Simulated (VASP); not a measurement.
# Pt (Im-3m) in VASP: further runs, part 3 of 3

VASP 6.6.1. Earlier steps stand in the parts before.

### 5 Single point, PBEsol (volume scaled by 1.12)

INCAR reads:

```
ALGO     = Normal         # electronic algorithm
EDIFF    = 1E-6           # SCF threshold, eV
ENCUT    = 520            # plane-wave cutoff, eV
GGA      = PS             # functional
ISIF     = 2              # what is computed and relaxed
ISMEAR   = -1             # smearing method
LASPH    = True           # aspherical terms in the spheres
LCHARG   = False          # write CHGCAR
LREAL    = False          # projectors in reciprocal space
LWAVE    = False          # write WAVECAR
NBANDS   = 11             # bands
NELM     = 100            # most SCF steps
PREC     = Accurate       # precision mode
SIGMA    = 0.1            # smearing width, eV
```

KPOINTS reads:

```
k-points
0
Gamma
  16 16 16
```

POSCAR reads:

```
Pt
1.0
   -1.6215100035      1.6215100035      1.6215100035
    1.6215100035     -1.6215100035      1.6215100035
    1.6215100035      1.6215100035     -1.6215100035
Pt
1
Direct
    0.0000000000      0.0000000000      0.0000000000
```

Potentials or basis: VASP PAW PBE potentials, release 64 (Pt).

The run is started by

```bash
$ cat potpaw_PBE.64/Pt/POTCAR > POTCAR
$ mpirun -np 1 vasp_std > vasp.out
```

OUTCAR:

```text
EDIFF = 1E-6
   ENCUT = 520
   GGA = PS
   ISIF = 2
   ISMEAR = -1
   LASPH = True
   LREAL = False
   NELM = 100
   PREC = Accurate

 ion  position               nearest neighbor table
   1  0.000  0.000  0.000-

  LATTYP: Found a body centered cubic cell.
 ALAT       =     3.2430200070

  Lattice vectors:

 A1 = (  -1.6215100035,   1.6215100035,   1.6215100035)
 A2 = (   1.6215100035,  -1.6215100035,   1.6215100035)
 A3 = (   1.6215100035,   1.6215100035,  -1.6215100035)

Analysis of symmetry for initial positions (statically):
=====================================================================
 Subroutine PRICEL returns:
 Original cell was already a primitive cell.

 Routine SETGRP: Setting up the symmetry group for a
 body centered cubic supercell.

 Subroutine GETGRP returns: Found 48 space group operations
 (whereof 48 operations were pure point group operations)
 out of a pool of 48 trial point group operations.

The static configuration has the point symmetry O_h .

Analysis of symmetry for dynamics (positions and initial velocities):
=====================================================================
 Subroutine PRICEL returns:
 Original cell was already a primitive cell.

 Routine SETGRP: Setting up the symmetry group for a
 body centered cubic supercell.

 Subroutine GETGRP returns: Found 48 space group operations
 (whereof 48 operations were pure point group operations)
 out of a pool of 48 trial point group operations.

The dynamic configuration has the point symmetry O_h .

 Subroutine INISYM returns: Found 48 space group operations
 (whereof 48 operations are pure point group operations),
 and found     1 'primitive' translations

----------------------------------------------------------------------------------------

                                     Primitive cell

  volume of cell :      17.0537

  direct lattice vectors                    reciprocal lattice vectors
    -1.621510004  1.621510004  1.621510004     0.000000000  0.308354558  0.308354558
     1.621510004 -1.621510004  1.621510004     0.308354558  0.000000000  0.308354558
     1.621510004  1.621510004 -1.621510004     0.308354558  0.308354558  0.000000000

  length of vectors
     2.808537711  2.808537711  2.808537711     0.436079198  0.436079198  0.436079198

  position of ions in fractional coordinates (direct lattice)
     0.000000000  0.000000000  0.000000000

  ion indices of the primitive-cell ions
   primitive index   ion index
                 1           1

----------------------------------------------------------------------------------------

 KPOINTS: k-points

Automatic generation of k-mesh.
 Grid dimensions read from file:
 generate k-points for:   16   16   16

 Generating k-lattice:

  Cartesian coordinates                     Fractional coordinates (reciprocal lattice)
     0.000000000  0.019272160  0.019272160     0.062500000  0.000000000  0.000000000
     0.019272160  0.000000000  0.019272160     0.000000000  0.062500000  0.000000000
     0.019272160  0.019272160  0.000000000     0.000000000  0.000000000  0.062500000

  Length of vectors
     0.027254950  0.027254950  0.027254950

  Shift w.r.t. Gamma in fractional coordinates (k-lattice)
     0.000000000  0.000000000  0.000000000

 Subroutine IBZKPT returns following result:
 ===========================================

 Found    145 irreducible k-points:

 Following reciprocal coordinates:
            Coordinates               Weight
  0.000000  0.000000  0.000000      1.000000
  0.062500  0.000000  0.000000     12.000000
  0.125000  0.000000  0.000000     12.000000
  0.187500  0.000000  0.000000     12.000000
  0.250000  0.000000  0.000000     12.000000
  0.312500  0.000000  0.000000     12.000000
[... 16 lines left out ...]
  0.187500  0.187500  0.000000     24.000000
  0.250000  0.187500  0.000000     48.000000
 [... further k-points ...]
   k-points           NKPTS =    145   k-points in BZ     NKDIM =    145   number of bands    NBANDS=     11
   number of dos      NEDOS =    301   number of ions     NIONS =      1
   total plane-waves  NPLWV =  13824
   dimension x,y,z NGX =    24 NGY =   24 NGZ =   24
   dimension x,y,z NGXF=    48 NGYF=   48 NGZF=   48
   ions per type =               1
   NGX,Y,Z   is equivalent  to a cutoff of  14.21, 14.21, 14.21 a.u.
   NGXF,Y,Z  is equivalent  to a cutoff of  28.41, 28.41, 28.41 a.u.
 SYSTEM =  unknown system
   PREC   = accura    normal or accurate (medium, high low for compatibility)
   ISTART =      0    job   : 0-new  1-cont  2-samecut
   ICHARG =      2    charge: 1-file 2-atom 10-const
   ISPIN  =      1    spin polarized calculation?
   LNONCOLLINEAR =      F non collinear calculations
   LSORBIT =      F    spin-orbit coupling
   LASPH  =      T    aspherical Exc in radial PAW
   ENCUT  =  520.0 eV  38.22 Ry    6.18 a.u.   5.22  5.22  5.22*2*pi/ulx,y,z
   NELM   =    100;   NELMIN=  2; NELMDL= -5     # of ELM steps
   EDIFF  = 0.1E-05   stopping-criterion for ELM
   LREAL  =      F    real-space projection
   EDIFFG = 0.1E-04   stopping-criterion for IOM
   NSW    =      0    number of steps for IOM
   IBRION =     -1    ionic relax: 0-MD 1-quasi-New 2-CG
   NFREE  =      0    steps in history (QN), initial steepest desc. (CG)
   ISIF   =      2    stress and relaxation
   ISYM   =      2    0-nonsym 1-usesym 2-fastsym
   POTIM  = 0.5000    time-step for ionic-motion
   TEBEG  =    0.0;   TEEND  =   0.0 temperature during run
   PSTRESS=    0.0 pullay stress
   NELECT =      10.0000    total number of electrons
   NUPDOWN=      -1.0000    fix difference up-down
   EMIN   =  10.00;   EMAX   =-10.00  energy-range for DOS
   EFERMI =   0.00;   METHOD = LEGACY
   ISMEAR =    -1;   SIGMA  =   0.10  broadening in eV -4-tet -1-fermi 0-gaus
   EFERMI_NEDOS =   21; number of points for ismear=-14 and -15
   IALGO  =     38    algorithm
   IMIX   =      4    mixing-type and parameters
     AMIX     =   0.40;   BMIX     =  1.00
     AMIX_MAG =   1.60;   BMIX_MAG =  1.00
  volume/ion in A,a.u.               =      17.05       115.08
  Fermi-wavevector in a.u.,A,eV,Ry     =   1.370256  2.589409 25.546338  1.877603
  Thomas-Fermi vector in A             =   2.496059
   LORBIT       =      0    0 simple, 1 ext, 2 COOP (PROOUT), +10 PAW based schemes
   GGA     = PS    functional components
   LHFCALC =     F    Hartree Fock is set to
   AEXX    =    0.0000 exact exchange contribution
   IVDW    =     0    specifies the selected vdW correction
   LEPSILON=     F    determine dielectric tensor
   LRPA    =     F    only Hartree local field effects (RPA)
 non-spin polarized calculation
  energy-cutoff  :      520.00
  volume of cell :       17.05
 maximum number of plane-waves:       472
 NGX is ok and might be reduce to    24
   NGX = 11   NGY = 11   NGZ = 11

 number of electron      10.0000001 magnetization

 Free energy of the ion-electron system (eV)
  ---------------------------------------------------
  ext. energy  EPLUGINS =         0.00000000
  ---------------------------------------------------
  free energy    TOTEN  =        -6.71193671 eV

  energy without entropy =       -6.66765843  energy(sigma->0) =       -6.68979757

 E-fermi :   8.7385     XC(G=0): -12.9032

 val. band max:        8.7335675140   @ k =  -0.3750   0.3750   0.1250
 cond. band min:       8.7410231888   @ k =  -0.4375   0.5000   0.3750
 fundamental gap:      0.0074556748
 Fermi energy:         8.7384627985

 k-point     1 :       0.0000    0.0000    0.0000
  band No.  band energies     occupation
      1      -0.0836      2.00000
      2       5.6186      2.00000
      3       5.6186      2.00000
      4       5.6186      2.00000
      5       7.8600      1.99969
      6       7.8600      1.99969
      7      25.7843      0.00000
      8      25.7843      0.00000
      9      25.7843      0.00000
     10      34.6795      0.00000
     11      34.6821      0.00000

 k-point     2 :       0.0625    0.0000    0.0000
  band No.  band energies     occupation
      1       0.0644      2.00000
      2       5.5640      2.00000
      3       5.6196      2.00000
      4       5.7324      2.00000
      5       7.7908      1.99985
      6       7.8638      1.99968
      7      25.8430      0.00000
      8      25.8562      0.00000
      9      25.9930      0.00000
     10      32.6792      0.00000
     11      33.0015      0.00000
[... 295 lines left out ...]
 k-point    24 :       0.2500    0.1875    0.0000
  band No.  band energies     occupation
      1       3.4142      2.00000
      2       4.8004      2.00000
      3       5.4304      2.00000
      4       7.4480      2.00000
      5       8.1605      1.99384
      6       9.9291      0.00001
      7      18.3931      0.00000
      8      21.4289      0.00000
      9      24.6021      0.00000
     10      29.1700      0.00000
     11      32.9238      0.00000

 [... further k-points ...]
[... 5 lines left out ...]
  --------------------------------------------------------------------------------------
  -------------------------------------------------------------------------------------
  Total       -2.4709627     -2.4709627     -2.4709627      0.0000000      0.0000000     -0.0000000
  in kB     -232.1442270   -232.1442270   -232.1442270      0.0000000      0.0000000     -0.0000000
  external PRESSURE =    -232.1442270 kB  Pullay stress =       0.0000000 kB

 VOLUME and BASIS-vectors are now :
 -----------------------------------------------------------------------------
  energy-cutoff  :      520.00
  volume of cell :       17.05
      direct lattice vectors                 reciprocal lattice vectors
    -1.621510004  1.621510004  1.621510004     0.000000000  0.308354558  0.308354558
     1.621510004 -1.621510004  1.621510004     0.308354558  0.000000000  0.308354558
     1.621510004  1.621510004 -1.621510004     0.308354558  0.308354558  0.000000000

 POSITION                                       TOTAL-FORCE (eV/Angst)
 -----------------------------------------------------------------------------------
      0.00000      0.00000      0.00000         0.000000      0.000000      0.000000
 -----------------------------------------------------------------------------------
    total drift:                                0.000000      0.000000      0.000000

  FREE ENERGIE OF THE ION-ELECTRON SYSTEM (eV)
  ---------------------------------------------------
  free  energy   TOTEN  =        -6.7119367055 eV

  energy  without entropy=       -6.6676584250  energy(sigma->0) =       -6.68979757
```

Wall time 10 s (1 thread of AMD EPYC 9R45 (Zen 5), shared host); peak memory 0.13 GiB.

Results:

| Quantity | Value |
| --- | --- |
| Free energy | -6.7119 eV |
| Pressure | -23.2 GPa |
| Band gap on the k mesh | zero (band 5 reaches 9.60 eV, above the bottom of band 6 at 7.74 eV) |

Caveat: the PAW data sets were made with another functional, which shifts forces and pressure a little; spin-orbit coupling is left out, which moves the levels of the heavy elements.

### 6 Single point, PBEsol

INCAR reads:

```
SYSTEM = Pt
  PREC = Accurate
  ENCUT = 520
  EDIFF = 1E-7
  ISMEAR = -1
  SIGMA = 0.1
  LREAL = .FALSE.
  LASPH = .TRUE.
  NELM = 60
  ALGO = Normal
  ISIF = 2
  LWAVE = .FALSE.
  LCHARG = .TRUE.
  GGA = PS
  LELF = .TRUE.
  LVHAR = .TRUE.
  NBANDS = 11
```

KPOINTS reads:

```
regular mesh
0
G
  23 23 23
  0 0 0
```

POSCAR reads:

```
Pt
1.0
   -1.5613980215      1.5613980215      1.5613980215
    1.5613980215     -1.5613980215      1.5613980215
    1.5613980215      1.5613980215     -1.5613980215
Pt
1
Direct
    0.0000000000      0.0000000000      0.0000000000
```

Potentials or basis: VASP PAW PBE potentials, release 64 (Pt).

The run is started by

```bash
$ cat potpaw_PBE.64/Pt/POTCAR > POTCAR
$ mpirun -np 1 vasp_std > vasp.out
```

Wall time 18 s (1 thread of AMD EPYC 9R45 (Zen 5), shared host); peak memory 0.14 GiB.

It converged, with:

```yaml
Free_energy: -6.8690 eV
Pressure: -0.6 GPa
Band_gap_on_the_k_mesh: zero (band 5 reaches 11.75 eV, above the bottom of band 6 at 9.49 eV)
```

Levels at points of the mesh, in eV from the Fermi level:
| k point | band 2 | band 3 | band 4 | band 5 | band 6 | band 7 | band 8 | band 9 |
| --- | --- | --- | --- | --- | --- | --- | --- | --- |
| (0.00, 0.00, 0.00) | -3.70 | -3.70 | -3.70 | -1.05 | -1.05 | 17.06 | 17.06 | 17.06 |

Caveat: the PAW data sets were made with another functional, which shifts forces and pressure a little; spin-orbit coupling is left out, which moves the levels of the heavy elements.

### 7 Summary

```tsv
cell	k mesh	gap on the mesh (eV)	pressure (GPa)
a = 2.704 Å, angles 109.5°, 1 atom	16 × 16 × 16	none	-0.4
a = 2.740 Å, angles 109.5°, 1 atom	16 × 16 × 16	none	-10.1
a = 2.775 Å, angles 109.5°, 1 atom	16 × 16 × 16	none	-17.5
a = 2.809 Å, angles 109.5°, 1 atom	16 × 16 × 16	none	-23.2
a = 2.704 Å, angles 109.5°, 1 atom	23 × 23 × 23	none	-0.6
```

Alike in all rows: task single point; level PBEsol; potentials or basis VASP PAW PBE potentials, release 64 (Pt); no spin polarisation; cutoff (eV) 520; smearing fermi-dirac 0.1 eV.

Caveats: the PAW data sets were made with another functional, which shifts forces and pressure a little; spin-orbit coupling is left out, which moves the levels of the heavy elements.

Total energies depend on the potentials used, so only differences within one code and one set of settings carry meaning.
